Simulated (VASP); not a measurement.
# Ta (a cell with a defect) in VASP: a series of runs

Ta (a cell with a defect) is run at these levels: PBE; tasks: single point.

Everything below comes from runs of VASP 6.6.1. Logs are shortened: lines on timing, memory, paths and dates and some standing lists are left out, and cuts for length are marked.

## (1) The cell of the first run

The cell holds a defect, 7 atoms: a = 5.676 Å, b = 5.676 Å, c = 5.676 Å, α = 109.47°, β = 109.47°, γ = 109.47°.

## (2) Single point, PBE

The input, INCAR:

```
SYSTEM = Ta
PREC     = Accurate       ! precision mode
ENCUT    = 520            ! plane-wave cutoff, eV
EDIFF    = 1E-7           ! SCF threshold, eV
ISMEAR   = -1             ! smearing method
SIGMA    = 0.05           ! smearing width, eV
LREAL    = .FALSE.        ! projectors in reciprocal space
LASPH    = .TRUE.         ! aspherical terms in the spheres
NELM     = 60             ! most SCF steps
ALGO     = Normal         ! electronic algorithm
ISIF     = 2              ! what is computed and relaxed
LWAVE    = .FALSE.        ! write WAVECAR
LCHARG   = .FALSE.        ! write CHGCAR
GGA      = PE             ! functional
NBANDS   = 48             ! bands
```

The input, KPOINTS:

```
regular mesh
0
G
  3 3 3
  0 0 0
```

The input, POSCAR:

```
Ta
1.0
   -3.2768380000      3.2768380000      3.2768380000
    3.2768380000     -3.2768380000      3.2768380000
    3.2768380000      3.2768380000     -3.2768380000
Ta
7
Direct
   -0.0033256145     -0.0042493709     -0.0018862696
   -0.0033866490     -0.0038494427      0.4979359675
   -0.0035782971      0.4953763354     -0.0014274432
    0.4953075190     -0.0055925865     -0.0032935714
    0.4966562277     -0.0046105422      0.4977768202
    0.4964137684      0.4954468301     -0.0024445822
    0.4979941029      0.4956610611      0.4978027599
```

Potentials or basis: VASP PAW PBE potentials, release 64 (Ta_pv).

Command:

```
$ cat potpaw_PBE.64/Ta_pv/POTCAR > POTCAR
$ mpirun -np 1 vasp_std > vasp.out
```

OUTCAR:

```text
SYSTEM = Ta
   PREC = Accurate
   ENCUT = 520
   EDIFF = 1E-7
   ISMEAR = -1
   LREAL = .FALSE.
   LASPH = .TRUE.
   NELM = 60
   ISIF = 2
   GGA = PE

 ion  position               nearest neighbor table
   1  0.997  0.996  0.998-   4 2.84   3 2.84   7 2.84   2 2.84   2 2.84   7 2.84   3 2.84   4 2.84
                             5 3.28   6 3.28   5 3.28   6 3.28
   2  0.997  0.996  0.498-   6 2.84   5 2.84   1 2.84   1 2.84   5 2.84   6 2.84   7 3.27   4 3.27
                             3 3.28   3 3.28   4 3.28   7 3.28
   3  0.996  0.495  0.999-   1 2.84   6 2.84   5 2.84   5 2.84   6 2.84   1 2.84   7 3.28   4 3.28
                             2 3.28   2 3.28   4 3.28   7 3.28
   4  0.495  0.994  0.997-   1 2.84   6 2.84   5 2.84   5 2.84   6 2.84   1 2.84   2 3.27   7 3.28
                             3 3.28   3 3.28   7 3.28   2 3.28
   5  0.497  0.995  0.498-   2 2.84   4 2.84   3 2.84   7 2.84   3 2.84   7 2.84   4 2.84   2 2.84
                             6 3.28   1 3.28   1 3.28   6 3.28
   6  0.496  0.495  0.998-   2 2.84   4 2.84   7 2.84   3 2.84   3 2.84   7 2.84   4 2.84   2 2.84
                             5 3.28   1 3.28   1 3.28   5 3.28
   7  0.498  0.496  0.498-   6 2.84   1 2.84   5 2.84   5 2.84   1 2.84   6 2.84   2 3.27   3 3.28
                             4 3.28   4 3.28   3 3.28   2 3.28

  LATTYP: Found a body centered cubic cell.
 ALAT       =     6.5536760000

  Lattice vectors:

 A1 = (  -3.2768380000,   3.2768380000,   3.2768380000)
 A2 = (   3.2768380000,  -3.2768380000,   3.2768380000)
 A3 = (   3.2768380000,   3.2768380000,  -3.2768380000)

Analysis of symmetry for initial positions (statically):
=====================================================================
 Subroutine PRICEL returns:
 Original cell was already a primitive cell.

 Routine SETGRP: Setting up the symmetry group for a
 body centered cubic supercell.

 Subroutine GETGRP returns: Found  1 space group operations
 (whereof  1 operations were pure point group operations)
 out of a pool of 48 trial point group operations.

The static configuration has the point symmetry C_1 .

Analysis of symmetry for dynamics (positions and initial velocities):
=====================================================================
 Subroutine PRICEL returns:
 Original cell was already a primitive cell.

 Routine SETGRP: Setting up the symmetry group for a
 body centered cubic supercell.

 Subroutine GETGRP returns: Found  1 space group operations
 (whereof  1 operations were pure point group operations)
 out of a pool of 48 trial point group operations.
[... 105 lines left out ...]
   NFREE  =      0    steps in history (QN), initial steepest desc. (CG)
   ISIF   =      2    stress and relaxation
   ISYM   =      2    0-nonsym 1-usesym 2-fastsym
   POTIM  = 0.5000    time-step for ionic-motion
   TEBEG  =    0.0;   TEEND  =   0.0 temperature during run
   PSTRESS=    0.0 pullay stress
   NELECT =      77.0000    total number of electrons
   NUPDOWN=      -1.0000    fix difference up-down
   EMIN   =  10.00;   EMAX   =-10.00  energy-range for DOS
   EFERMI =   0.00;   METHOD = LEGACY
   ISMEAR =    -1;   SIGMA  =   0.05  broadening in eV -4-tet -1-fermi 0-gaus
   EFERMI_NEDOS =   21; number of points for ismear=-14 and -15
   IALGO  =     38    algorithm
   IMIX   =      4    mixing-type and parameters
     AMIX     =   0.40;   BMIX     =  1.00
     AMIX_MAG =   1.60;   BMIX_MAG =  1.00
  volume/ion in A,a.u.               =      20.11       135.68
  Fermi-wavevector in a.u.,A,eV,Ry     =   1.338947  2.530243 24.392246  1.792779
  Thomas-Fermi vector in A             =   2.467378
   LORBIT       =      0    0 simple, 1 ext, 2 COOP (PROOUT), +10 PAW based schemes
   GGA     = PE    functional components
   LHFCALC =     F    Hartree Fock is set to
   AEXX    =    0.0000 exact exchange contribution
   IVDW    =     0    specifies the selected vdW correction
   LEPSILON=     F    determine dielectric tensor
   LRPA    =     F    only Hartree local field effects (RPA)
 non-spin polarized calculation
  energy-cutoff  :      520.00
  volume of cell :      140.74
 maximum number of plane-waves:      3811
 NGX is ok and might be reduce to    42
   NGX = 21   NGY = 21   NGZ = 21

 number of electron      77.0000007 magnetization

 Free energy of the ion-electron system (eV)
  ---------------------------------------------------
  ext. energy  EPLUGINS =         0.00000000
  ---------------------------------------------------
  free energy    TOTEN  =       -79.46731544 eV

  energy without entropy =      -79.35408042  energy(sigma->0) =      -79.41069793

 E-fermi :   4.6263     XC(G=0): -11.9144

 val. band max:        4.5900540484   @ k =   0.0000   0.3333  -0.3333
 cond. band min:       4.6349002729   @ k =  -0.3333   0.3333   0.3333
 fundamental gap:      0.0448462245
 Fermi energy:         4.6263491991

 k-point     1 :       0.0000    0.0000    0.0000
  band No.  band energies     occupation
      1     -29.7759      2.00000
      2     -29.7758      2.00000
      3     -29.7758      2.00000
      4     -29.6777      2.00000
      5     -29.6776      2.00000
      6     -29.6776      2.00000
[... 703 lines left out ...]
     47       7.1217      0.00000
     48       7.1762      0.00000

------------------------ aborting loop because EDIFF is reached ----------------------------------------

  FORCE on cell =-STRESS in cart. coord.  units (eV):
  Direction    XX          YY          ZZ          XY          YZ          ZX
  --------------------------------------------------------------------------------------
  -------------------------------------------------------------------------------------
  Total       -1.0580357     -1.0580005     -1.0581684     -0.0003619      0.0007753     -0.0005547
  in kB      -12.0444228    -12.0440220    -12.0459340     -0.0041198      0.0088254     -0.0063141
  external PRESSURE =     -12.0447930 kB  Pullay stress =       0.0000000 kB

 VOLUME and BASIS-vectors are now :
 -----------------------------------------------------------------------------
  energy-cutoff  :      520.00
  volume of cell :      140.74
      direct lattice vectors                 reciprocal lattice vectors
    -3.276838000  3.276838000  3.276838000     0.000000000  0.152586121  0.152586121
     3.276838000 -3.276838000  3.276838000     0.152586121  0.000000000  0.152586121
     3.276838000  3.276838000 -3.276838000     0.152586121  0.152586121  0.000000000

 POSITION                                       TOTAL-FORCE (eV/Angst)
 -----------------------------------------------------------------------------------
      3.26763      3.27368      3.25820        -0.007621     -0.000836     -0.006282
      1.63014      1.63317      4.89831         0.002336     -0.009987      0.004354
      1.63032      4.91400      1.61622         0.011987      0.004339      0.004119
      4.90152      1.63058      1.61551        -0.004673     -0.001085      0.004320
      3.26540     -0.00313      3.25806         0.001366     -0.005744     -0.001968
      3.26566      3.27200     -0.01866        -0.001141      0.008475      0.000176
      1.62357      1.63886      1.62483        -0.002255      0.004839     -0.004719
 -----------------------------------------------------------------------------------
    total drift:                                0.000676      0.000173      0.001211

  FREE ENERGIE OF THE ION-ELECTRON SYSTEM (eV)
  ---------------------------------------------------
  free  energy   TOTEN  =       -79.4673154377 eV

  energy  without entropy=      -79.3540804194  energy(sigma->0) =      -79.41069793
```

OSZICAR:

```text
N       E                     dE             d eps       ncg     rms          rms(c)
DAV:   1     0.790564587386E+03    0.79056E+03   -0.42078E+04  1352   0.163E+03
DAV:   2    -0.442926083670E+02   -0.83486E+03   -0.81323E+03  1464   0.491E+02
DAV:   3    -0.822467853926E+02   -0.37954E+02   -0.35404E+02  1728   0.891E+01
DAV:   4    -0.832215488917E+02   -0.97476E+00   -0.95948E+00  1640   0.132E+01
DAV:   5    -0.832543003150E+02   -0.32751E-01   -0.32721E-01  1800   0.194E+00    0.332E+01
DAV:   6    -0.802969677101E+02    0.29573E+01   -0.72664E+00  1760   0.174E+01    0.166E+01
DAV:   7    -0.796442257049E+02    0.65274E+00   -0.45878E+00  1632   0.121E+01    0.494E+00
DAV:   8    -0.794687517919E+02    0.17547E+00   -0.96356E-01  1760   0.710E+00    0.869E-01
DAV:   9    -0.794675534403E+02    0.11984E-02   -0.62759E-02  1544   0.136E+00    0.236E-01
DAV:  10    -0.794674140508E+02    0.13939E-03   -0.38743E-03  1696   0.264E-01    0.181E-01
DAV:  11    -0.794673583301E+02    0.55721E-04   -0.89685E-04  1760   0.185E-01    0.686E-02
DAV:  12    -0.794673335341E+02    0.24796E-04   -0.35355E-04  1816   0.129E-01    0.201E-02
DAV:  13    -0.794673197654E+02    0.13769E-04   -0.70941E-05  1752   0.587E-02    0.133E-02
DAV:  14    -0.794673163157E+02    0.34497E-05   -0.54002E-06  1864   0.152E-02    0.216E-03
DAV:  15    -0.794673156186E+02    0.69708E-06   -0.70159E-07  1432   0.591E-03    0.133E-03
DAV:  16    -0.794673155011E+02    0.11746E-06   -0.11889E-07  1016   0.273E-03    0.645E-04
DAV:  17    -0.794673154377E+02    0.63454E-07   -0.44893E-08  1008   0.103E-03
   1 F= -.79467315E+02 E0= -.79410698E+02  d E =-.113235E+00
```

It used 230 s of CPU time on 1 thread of AMD EPYC 7R13 Processor (Zen 3), with other jobs on the host.

Results:

```yaml
Free_energy: -79.4673 eV
Pressure: -1.2 GPa
Largest_force: 0.013 eV/Å
```

Forces on the atoms (eV/Å):
```
Ta  -0.008 -0.001 -0.006
Ta   0.002 -0.010  0.004
Ta   0.012  0.004  0.004
Ta  -0.005 -0.001  0.004
Ta   0.001 -0.006 -0.002
Ta  -0.001  0.008  0.000
Ta  -0.002  0.005 -0.005
```

Levels at points of the mesh, in eV from the Fermi level:
```csv
k point,band 34,band 35,band 36,band 37,band 38,band 39,band 40,band 41
"(0.00, 0.00, 0.00)",-0.46,-0.46,-0.46,1.73,1.73,1.73,2.09,2.10
```

Caveat: the k points lie up to 0.45 Å⁻¹ apart; spin-orbit coupling is left out, which moves the levels of the heavy elements.

## (3) Single point, PBE

The input, INCAR:

```
SYSTEM = Ta
PREC = Accurate
ENCUT = 520
EDIFF = 1E-7
ISMEAR = -1
SIGMA = 0.05
LREAL = .False.
LASPH = .True.
NELM = 100
ALGO = Normal
ISIF = 2
LWAVE = .False.
LCHARG = .False.
GGA = PE
NBANDS = 48
```

The input, KPOINTS:

```
regular mesh
0
Gamma
  3 3 3
  0 0 0
```

The input, POSCAR:

```
Ta
1.0
   -3.2768380000      3.2768380000      3.2768380000
    3.2768380000     -3.2768380000      3.2768380000
    3.2768380000      3.2768380000     -3.2768380000
Ta
7
Direct
   -0.0030056414     -0.0029945026     -0.0016212275
   -0.0029514733     -0.0045028164      0.4985133534
   -0.0030109819      0.4953085871     -0.5001585370
    0.4968698483     -0.0049294472     -0.0017919714
    0.4948337391     -0.0069728806      0.4962494331
    0.4991574194      0.4952629639     -0.0015730103
    0.4970030560      0.4950824545      0.4983174328
```

Potentials or basis: VASP PAW PBE potentials, release 64 (Ta_pv).

Command:

```
$ cat potpaw_PBE.64/Ta_pv/POTCAR > POTCAR
$ mpirun -np 1 vasp_std > vasp.out
```

OUTCAR:

```text
SYSTEM = Ta
   PREC = Accurate
   ENCUT = 520
   EDIFF = 1E-7
   ISMEAR = -1
   LREAL = .False.
   LASPH = .True.
   NELM = 100
   ISIF = 2
   GGA = PE

 ion  position               nearest neighbor table
   1  0.997  0.997  0.998-   7 2.83   2 2.83   4 2.83   4 2.84   2 2.84   7 2.84   6 3.28   5 3.28
                             3 3.28   3 3.28   5 3.28   6 3.28
   2  0.997  0.995  0.499-   5 2.83   1 2.83   3 2.83   6 2.83   6 2.84   3 2.84   1 2.84   5 2.84
                             7 3.28   4 3.28   4 3.28   7 3.28
   3  0.997  0.495  0.500-   4 2.83   2 2.83   7 2.83   7 2.84   2 2.84   4 2.84   5 3.27   6 3.27
                             1 3.28   1 3.28   6 3.28   5 3.28
   4  0.497  0.995  0.998-   3 2.83   6 2.83   5 2.83   1 2.83   1 2.84   5 2.84   6 2.84   3 2.84
                             2 3.28   7 3.28   7 3.28   2 3.28
   5  0.495  0.993  0.496-   7 2.83   2 2.83   4 2.83   4 2.84   2 2.84   7 2.84   3 3.27   1 3.28
                             6 3.28   6 3.28   1 3.28   3 3.28
   6  0.499  0.495  0.998-   7 2.83   4 2.83   2 2.83   2 2.84   4 2.84   7 2.84   3 3.27   1 3.28
                             5 3.28   5 3.28   1 3.28   3 3.28
   7  0.497  0.495  0.498-   6 2.83   1 2.83   5 2.83   3 2.83   3 2.84   5 2.84   1 2.84   6 2.84
                             2 3.28   4 3.28   4 3.28   2 3.28

  LATTYP: Found a body centered cubic cell.
 ALAT       =     6.5536760000

  Lattice vectors:

 A1 = (  -3.2768380000,   3.2768380000,   3.2768380000)
 A2 = (   3.2768380000,  -3.2768380000,   3.2768380000)
 A3 = (   3.2768380000,   3.2768380000,  -3.2768380000)

Analysis of symmetry for initial positions (statically):
=====================================================================
 Subroutine PRICEL returns:
 Original cell was already a primitive cell.

 Routine SETGRP: Setting up the symmetry group for a
 body centered cubic supercell.

 Subroutine GETGRP returns: Found  1 space group operations
 (whereof  1 operations were pure point group operations)
[... 138 lines left out ...]
  Thomas-Fermi vector in A             =   2.467378
   LORBIT       =      0    0 simple, 1 ext, 2 COOP (PROOUT), +10 PAW based schemes
   GGA     = PE    functional components
   LHFCALC =     F    Hartree Fock is set to
   AEXX    =    0.0000 exact exchange contribution
   IVDW    =     0    specifies the selected vdW correction
   LEPSILON=     F    determine dielectric tensor
   LRPA    =     F    only Hartree local field effects (RPA)
 non-spin polarized calculation
  energy-cutoff  :      520.00
  volume of cell :      140.74
 maximum number of plane-waves:      3811
 NGX is ok and might be reduce to    42
   NGX = 21   NGY = 21   NGZ = 21

 number of electron      77.0000005 magnetization

 Free energy of the ion-electron system (eV)
  ---------------------------------------------------
  ext. energy  EPLUGINS =         0.00000000
  ---------------------------------------------------
  free energy    TOTEN  =       -79.46746665 eV

  energy without entropy =      -79.35422939  energy(sigma->0) =      -79.41084802

 E-fermi :   4.6260     XC(G=0): -11.9144

 val. band max:        4.5901478014   @ k =   0.0000   0.3333  -0.3333
 cond. band min:       4.6351464159   @ k =  -0.3333   0.3333   0.3333
 fundamental gap:      0.0449986146
 Fermi energy:         4.6260225033

 k-point     1 :       0.0000    0.0000    0.0000
  band No.  band energies     occupation
      1     -29.7760      2.00000
      2     -29.7760      2.00000
      3     -29.7759      2.00000
      4     -29.6778      2.00000
      5     -29.6778      2.00000
      6     -29.6777      2.00000
[... 703 lines left out ...]
     47       7.1224      0.00000
     48       7.1746      0.00000

------------------------ aborting loop because EDIFF is reached ----------------------------------------

  FORCE on cell =-STRESS in cart. coord.  units (eV):
  Direction    XX          YY          ZZ          XY          YZ          ZX
  --------------------------------------------------------------------------------------
  -------------------------------------------------------------------------------------
  Total       -1.0593631     -1.0594772     -1.0593320     -0.0003755      0.0012967      0.0003761
  in kB      -12.0595339    -12.0608322    -12.0591801     -0.0042744      0.0147614      0.0042819
  external PRESSURE =     -12.0598487 kB  Pullay stress =       0.0000000 kB

 VOLUME and BASIS-vectors are now :
 -----------------------------------------------------------------------------
  energy-cutoff  :      520.00
  volume of cell :      140.74
      direct lattice vectors                 reciprocal lattice vectors
    -3.276838000  3.276838000  3.276838000     0.000000000  0.152586121  0.152586121
     3.276838000 -3.276838000  3.276838000     0.152586121  0.000000000  0.152586121
     3.276838000  3.276838000 -3.276838000     0.152586121  0.152586121  0.000000000

 POSITION                                       TOTAL-FORCE (eV/Angst)
 -----------------------------------------------------------------------------------
      3.27156      3.27149      3.26249         0.007239     -0.007250      0.003971
      1.62846      1.63863      4.89570        -0.007595     -0.001058     -0.002557
     -0.00603      3.28183      3.25212         0.006996      0.007928     -0.010386
      4.90349      1.63844      1.61788        -0.001058      0.003049      0.003428
      3.25863     -0.00637      3.24935        -0.002290     -0.005314     -0.002036
      3.25892      3.28444     -0.01313        -0.001554      0.004038      0.003008
      1.62661      1.63920      1.61800        -0.001738     -0.001393      0.004572
 -----------------------------------------------------------------------------------
    total drift:                                0.000579     -0.000042      0.001101

  FREE ENERGIE OF THE ION-ELECTRON SYSTEM (eV)
  ---------------------------------------------------
  free  energy   TOTEN  =       -79.4674666518 eV

  energy  without entropy=      -79.3542293938  energy(sigma->0) =      -79.41084802
```

Run time: 3.9 min. Hardware: 1 thread of AMD EPYC 7R13 (Zen 3), shared host; peak memory 0.25 GiB.

Results:

- Free energy: -79.4675 eV
- Pressure: -1.2 GPa
- Largest force: 0.015 eV/Å

Forces in eV/Å, atoms in the order of the input:
```
Ta   0.007 -0.007  0.004
Ta  -0.008 -0.001 -0.003
Ta   0.007  0.008 -0.010
Ta  -0.001  0.003  0.003
Ta  -0.002 -0.005 -0.002
Ta  -0.002  0.004  0.003
Ta  -0.002 -0.001  0.005
```

Caveat: the k points lie up to 0.45 Å⁻¹ apart; spin-orbit coupling is left out, which moves the levels of the heavy elements.
